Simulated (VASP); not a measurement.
# Sn (Fd-3m) in VASP: further runs, part 2 of 2

VASP 6.6.1.

**4. Single point, PBEsol**

This run uses another cell than the first one, of 29.73 Å³/atom, 1.247 times its volume.

Contents of INCAR:

```
SYSTEM = Sn
PREC = Accurate
ENCUT = 520
EDIFF = 1E-6
ISMEAR = 0
SIGMA = 0.1
LREAL = .False.
LASPH = .True.
NELM = 80
ALGO = Normal
ISIF = 2
LWAVE = .False.
LCHARG = .False.
GGA = PS
NBANDS = 21
```

Contents of KPOINTS:

```
Automatic mesh
0
Gamma
  12 12 12
  0 0 0
```

Contents of POSCAR:

```
Sn
1.0
    0.0000000000      3.0977583787      3.0977583787
    3.0977583787      0.0000000000      3.0977583787
    3.0977583787      3.0977583787      0.0000000000
Sn
2
Direct
    0.0000000000      0.0000000000      0.0000000000
    0.2500000000      0.2500000000      0.2500000000
```

Potentials or basis: VASP PAW PBE potentials, release 64 (Sn_d).

Launch:

```
> cat potpaw_PBE.64/Sn_d/POTCAR > POTCAR
> mpirun -np 1 vasp_std > vasp.out
```

OUTCAR:

```text
SYSTEM = Sn
   PREC = Accurate
   ENCUT = 520
   EDIFF = 1E-6
   ISMEAR = 0
   LREAL = .False.
   LASPH = .True.
   NELM = 80
   ISIF = 2
   GGA = PS

 ion  position               nearest neighbor table
   1  0.000  0.000  0.000-   2 2.68   2 2.68   2 2.68   2 2.68
   2  0.250  0.250  0.250-   1 2.68   1 2.68   1 2.68   1 2.68

  LATTYP: Found a face centered cubic cell.
 ALAT       =     6.1955167574

  Lattice vectors:

 A1 = (   0.0000000000,   3.0977583787,   3.0977583787)
 A2 = (   3.0977583787,   0.0000000000,   3.0977583787)
 A3 = (   3.0977583787,   3.0977583787,   0.0000000000)

Analysis of symmetry for initial positions (statically):
=====================================================================
 Subroutine PRICEL returns:
 Original cell was already a primitive cell.

 Routine SETGRP: Setting up the symmetry group for a
 face centered cubic supercell.

 Subroutine GETGRP returns: Found 48 space group operations
 (whereof 24 operations were pure point group operations)
 out of a pool of 48 trial point group operations.

The static configuration has the point symmetry T_d .
 The point group associated with its full space group is O_h .

Analysis of symmetry for dynamics (positions and initial velocities):
=====================================================================
 Subroutine PRICEL returns:
 Original cell was already a primitive cell.

 Routine SETGRP: Setting up the symmetry group for a
 face centered cubic supercell.

 Subroutine GETGRP returns: Found 48 space group operations
 (whereof 24 operations were pure point group operations)
 out of a pool of 48 trial point group operations.

The dynamic configuration has the point symmetry T_d .
 The point group associated with its full space group is O_h .

 Subroutine INISYM returns: Found 48 space group operations
 (whereof 24 operations are pure point group operations),
 and found     1 'primitive' translations

[... 111 lines left out ...]
   IALGO  =     38    algorithm
   IMIX   =      4    mixing-type and parameters
     AMIX     =   0.40;   BMIX     =  1.00
     AMIX_MAG =   1.60;   BMIX_MAG =  1.00
  volume/ion in A,a.u.               =      29.73       200.60
  Fermi-wavevector in a.u.,A,eV,Ry     =   1.273708  2.406960 22.073177  1.622333
  Thomas-Fermi vector in A             =   2.406517
   LORBIT       =      0    0 simple, 1 ext, 2 COOP (PROOUT), +10 PAW based schemes
   GGA     = PS    functional components
   LHFCALC =     F    Hartree Fock is set to
   AEXX    =    0.0000 exact exchange contribution
   IVDW    =     0    specifies the selected vdW correction
   LEPSILON=     F    determine dielectric tensor
   LRPA    =     F    only Hartree local field effects (RPA)
 non-spin polarized calculation
 Gauss-broadening in eV      SIGMA  =   0.10
  energy-cutoff  :      520.00
  volume of cell :       59.45
 maximum number of plane-waves:      1639
 NGX is ok and might be reduce to    36
   NGX = 17   NGY = 17   NGZ = 17

 number of electron      27.9999998 magnetization

 Free energy of the ion-electron system (eV)
  ---------------------------------------------------
  ext. energy  EPLUGINS =         0.00000000
  ---------------------------------------------------
  free energy    TOTEN  =        -8.18765322 eV

  energy without entropy =       -8.18748384  energy(sigma->0) =       -8.18756853

 E-fermi :   7.2342     XC(G=0):  -9.6913

 val. band max:        7.1741145186   @ k =   0.0000   0.0000   0.0000
 cond. band min:       7.3265234140   @ k =   0.5000   0.0000   0.0000
 fundamental gap:      0.1524088954
 Fermi energy:         7.2342449316

 k-point     1 :       0.0000    0.0000    0.0000
  band No.  band energies     occupation
      1     -14.8662      2.00000
      2     -14.8662      2.00000
      3     -14.8662      2.00000
      4     -14.7841      2.00000
      5     -14.7841      2.00000
      6     -14.3369      2.00000
[... 565 lines left out ...]
     20      15.2133      0.00000
     21      15.3690      0.00000

 [... further k-points ...]

------------------------ aborting loop because EDIFF is reached ----------------------------------------

  FORCE on cell =-STRESS in cart. coord.  units (eV):
  Direction    XX          YY          ZZ          XY          YZ          ZX
  --------------------------------------------------------------------------------------
  -------------------------------------------------------------------------------------
  Total        3.6604217      3.6604217      3.6604217     -0.0000000      0.0000000     -0.0000000
  in kB       98.6436398     98.6436398     98.6436398     -0.0000000      0.0000000     -0.0000000
  external PRESSURE =      98.6436398 kB  Pullay stress =       0.0000000 kB

 VOLUME and BASIS-vectors are now :
 -----------------------------------------------------------------------------
  energy-cutoff  :      520.00
  volume of cell :       59.45
      direct lattice vectors                 reciprocal lattice vectors
     0.000000000  3.097758379  3.097758379    -0.161407037  0.161407037  0.161407037
     3.097758379  0.000000000  3.097758379     0.161407037 -0.161407037  0.161407037
     3.097758379  3.097758379  0.000000000     0.161407037  0.161407037 -0.161407037

 POSITION                                       TOTAL-FORCE (eV/Angst)
 -----------------------------------------------------------------------------------
      0.00000      0.00000      0.00000         0.000000      0.000000     -0.000000
      1.54888      1.54888      1.54888        -0.000000     -0.000000      0.000000
 -----------------------------------------------------------------------------------
    total drift:                                0.000000      0.000000      0.000000

  FREE ENERGIE OF THE ION-ELECTRON SYSTEM (eV)
  ---------------------------------------------------
  free  energy   TOTEN  =        -8.1876532173 eV

  energy  without entropy=       -8.1874838375  energy(sigma->0) =       -8.18756853
```

stdout:

```text
POSCAR found type information on POSCAR Sn
 POSCAR found :  1 types and       2 ions
 scaLAPACK will be used
 -----------------------------------------------------------------------------
|                                                                             |
|                                                                             |
|     You enforced a specific xc type in the INCAR file but a different       |
|     I HOPE YOU KNOW WHAT YOU ARE DOING!                                     |
|                                                                             |
 -----------------------------------------------------------------------------

 LDA part: xc-table for (Slater+PW92), standard interpolation
 POSCAR, INCAR and KPOINTS ok, starting setup
 FFT: planning ... GRIDC
 FFT: planning ... GRID_SOFT
 FFT: planning ... GRID
 WAVECAR not read
 entering main loop
```

Wall time 52 s (1 thread of Intel Xeon 6975P-C, shared host); peak memory 0.24 GiB.

Results:

```
Free energy            : -8.1877 eV
Pressure               : 9.9 GPa
Band gap on the k mesh : 0.15 eV, indirect (least direct gap 0.22 eV)
```

Caveat: the PAW data sets were made with another functional, which shifts forces and pressure a little; spin-orbit coupling is left out, which moves the levels of the heavy elements. A k mesh can miss the band edges.

**5. Single point, PBEsol**

This run uses another cell than the first one, of 31.78 Å³/atom, 1.333 times its volume.

Contents of INCAR:

```
PREC = Accurate
ENCUT = 520
EDIFF = 1E-6
ISMEAR = 0
SIGMA = 0.1
LREAL = F
LASPH = T
NELM = 100
ALGO = Normal
ISIF = 2
LWAVE = F
LCHARG = F
GGA = PS
NBANDS = 21
```

Contents of KPOINTS:

```
Automatic mesh
0
Gamma
  12 12 12
```

Contents of POSCAR:

```
Sn
1.0
    0.0000000000      3.1675810078      3.1675810078
    3.1675810078      0.0000000000      3.1675810078
    3.1675810078      3.1675810078      0.0000000000
Sn
2
Direct
    0.0000000000      0.0000000000      0.0000000000
    0.2500000000      0.2500000000      0.2500000000
```

Potentials or basis: VASP PAW PBE potentials, release 64 (Sn_d).

Launch:

```
> cat potpaw_PBE.64/Sn_d/POTCAR > POTCAR
> mpirun -np 1 vasp_std > vasp.out
```

OUTCAR:

```text
PREC = Accurate
   ENCUT = 520
   EDIFF = 1E-6
   ISMEAR = 0
   LREAL = F
   LASPH = T
   NELM = 100
   ISIF = 2
   GGA = PS

 ion  position               nearest neighbor table
   1  0.000  0.000  0.000-   2 2.74   2 2.74   2 2.74   2 2.74
   2  0.250  0.250  0.250-   1 2.74   1 2.74   1 2.74   1 2.74

  LATTYP: Found a face centered cubic cell.
 ALAT       =     6.3351620156

  Lattice vectors:

 A1 = (   0.0000000000,   3.1675810078,   3.1675810078)
[... 765 lines left out ...]
------------------------ aborting loop because EDIFF is reached ----------------------------------------

  FORCE on cell =-STRESS in cart. coord.  units (eV):
  Direction    XX          YY          ZZ          XY          YZ          ZX
  --------------------------------------------------------------------------------------
  -------------------------------------------------------------------------------------
  Total        1.9526731      1.9526731      1.9526731     -0.0000000      0.0000000     -0.0000000
  in kB       49.2183374     49.2183374     49.2183374     -0.0000000      0.0000000     -0.0000000
  external PRESSURE =      49.2183374 kB  Pullay stress =       0.0000000 kB

 VOLUME and BASIS-vectors are now :
 -----------------------------------------------------------------------------
  energy-cutoff  :      520.00
  volume of cell :       63.56
      direct lattice vectors                 reciprocal lattice vectors
     0.000000000  3.167581008  3.167581008    -0.157849160  0.157849160  0.157849160
     3.167581008  0.000000000  3.167581008     0.157849160 -0.157849160  0.157849160
     3.167581008  3.167581008  0.000000000     0.157849160  0.157849160 -0.157849160

 POSITION                                       TOTAL-FORCE (eV/Angst)
 -----------------------------------------------------------------------------------
      0.00000      0.00000      0.00000         0.000000     -0.000000     -0.000000
      1.58379      1.58379      1.58379        -0.000000      0.000000      0.000000
 -----------------------------------------------------------------------------------
    total drift:                                0.000000      0.000000      0.000000

  FREE ENERGIE OF THE ION-ELECTRON SYSTEM (eV)
  ---------------------------------------------------
  free  energy   TOTEN  =        -8.3757848391 eV

  energy  without entropy=       -8.3752550552  energy(sigma->0) =       -8.37551995
```

OSZICAR:

```text
N       E                     dE             d eps       ncg     rms          rms(c)
DAV:   1     0.227316093160E+03    0.22732E+03   -0.14494E+04  3054   0.196E+03
DAV:   2     0.160746710155E+02   -0.21124E+03   -0.20691E+03  3049   0.450E+02
DAV:   3    -0.769307719420E+01   -0.23768E+02   -0.23615E+02  3509   0.140E+02
DAV:   4    -0.847283358177E+01   -0.77976E+00   -0.77945E+00  3422   0.282E+01
DAV:   5    -0.850444093552E+01   -0.31607E-01   -0.31607E-01  4536   0.525E+00    0.366E+00
DAV:   6    -0.841660211690E+01    0.87839E-01   -0.44609E-02  4093   0.277E+00    0.207E+00
DAV:   7    -0.837446608636E+01    0.42136E-01   -0.62615E-02  3634   0.266E+00    0.171E-01
DAV:   8    -0.837553448226E+01   -0.10684E-02   -0.74474E-03  3389   0.978E-01    0.590E-02
DAV:   9    -0.837578093044E+01   -0.24645E-03   -0.36818E-04  3679   0.154E-01    0.110E-02
DAV:  10    -0.837578375287E+01   -0.28224E-05   -0.13900E-05  3639   0.297E-02    0.534E-03
DAV:  11    -0.837578492894E+01   -0.11761E-05   -0.27972E-06  2733   0.106E-02    0.714E-04
DAV:  12    -0.837578483909E+01    0.89857E-07   -0.23023E-07  2172   0.674E-03
   1 F= -.83757848E+01 E0= -.83755199E+01  d E =-.529784E-03
```

stdout:

```text
POSCAR found type information on POSCAR Sn
 POSCAR found :  1 types and       2 ions
 scaLAPACK will be used
 -----------------------------------------------------------------------------
|                                                                             |
|                                                                             |
|     You enforced a specific xc type in the INCAR file but a different       |
|     I HOPE YOU KNOW WHAT YOU ARE DOING!                                     |
|                                                                             |
 -----------------------------------------------------------------------------

 LDA part: xc-table for (Slater+PW92), standard interpolation
 POSCAR, INCAR and KPOINTS ok, starting setup
 FFT: planning ... GRIDC
 FFT: planning ... GRID_SOFT
 FFT: planning ... GRID
 WAVECAR not read
 entering main loop
```

Wall time 60 s (1 thread of Intel Xeon 6975P-C, shared host); peak memory 0.24 GiB.

Results:

```yaml
Free_energy: -8.3758 eV
Pressure: 4.9 GPa
Band_gap_on_the_k_mesh: zero (filled and empty bands touch)
```

Caveat: the PAW data sets were made with another functional, which shifts forces and pressure a little; spin-orbit coupling is left out, which moves the levels of the heavy elements.

**6. Single point, PBEsol**

This run uses another cell than the first one, of 33.51 Å³/atom, 1.405 times its volume.

Contents of INCAR:

```
PREC = Accurate
ENCUT = 520
EDIFF = 1E-7
ISMEAR = 0
SIGMA = 0.1
LREAL = False
LASPH = True
NELM = 60
ALGO = Fast
ISIF = 2
LWAVE = False
LCHARG = False
GGA = PS
NBANDS = 21
```

Contents of KPOINTS:

```
regular mesh
0
Gamma
  12 12 12
```

Contents of POSCAR:

```
Sn
1.0
    0.0000000000      3.2239645283      3.2239645283
    3.2239645283      0.0000000000      3.2239645283
    3.2239645283      3.2239645283      0.0000000000
Sn
2
Direct
    0.0000000000      0.0000000000      0.0000000000
    0.2500000000      0.2500000000      0.2500000000
```

Potentials or basis: VASP PAW PBE potentials, release 64 (Sn_d).

Launch:

```
> cat potpaw_PBE.64/Sn_d/POTCAR > POTCAR
> mpirun -np 1 vasp_std > vasp.out
```

Run time: 88 s. Hardware: 1 thread of Intel Xeon 6975P-C, shared host; peak memory 0.25 GiB.

Results (log left out):

```
Free energy            : -8.4489 eV
Pressure               : 1.9 GPa
Band gap on the k mesh : zero (band 14 reaches 5.78 eV, above the bottom of band 15 at 5.67 eV)
```

Levels at points of the mesh, in eV from the Fermi level:
```
           k point  band 11  band 12  band 13  band 14  band 15  band 16  band 17  band 18
(0.00, 0.00, 0.00)   -10.77    -0.57     0.08     0.08     0.08     2.15     2.15     2.15
(0.50, 0.00, 0.00)    -9.10    -6.40    -1.16    -1.16    -0.03     3.21     3.21     5.50
(0.50, 0.50, 0.00)    -7.61    -7.61    -2.54    -2.54     0.73     0.73     7.83     7.83
```

Caveat: the PAW data sets were made with another functional, which shifts forces and pressure a little; spin-orbit coupling is left out, which moves the levels of the heavy elements.

**7. Overview**

| cell | gap on the mesh (eV) | pressure (GPa) |
| --- | --- | --- |
| a = 4.070 Å, angles 60.0°, 2 atoms | none | 39.9 |
| a = 4.245 Å, angles 60.0°, 2 atoms | 0.13 | 19.8 |
| a = 4.381 Å, angles 60.0°, 2 atoms | 0.15 | 9.9 |
| a = 4.480 Å, angles 60.0°, 2 atoms | none | 4.9 |
| a = 4.559 Å, angles 60.0°, 2 atoms | none | 1.9 |

Alike in all rows: task single point; level PBEsol; potentials or basis VASP PAW PBE potentials, release 64 (Sn_d); no spin polarisation; k mesh 12 × 12 × 12; cutoff (eV) 520; smearing gaussian 0.1 eV.

Caveats: the PAW data sets were made with another functional, which shifts forces and pressure a little; spin-orbit coupling is left out, which moves the levels of the heavy elements.

Total energies depend on the potentials used, so only differences within one code and one set of settings carry meaning.
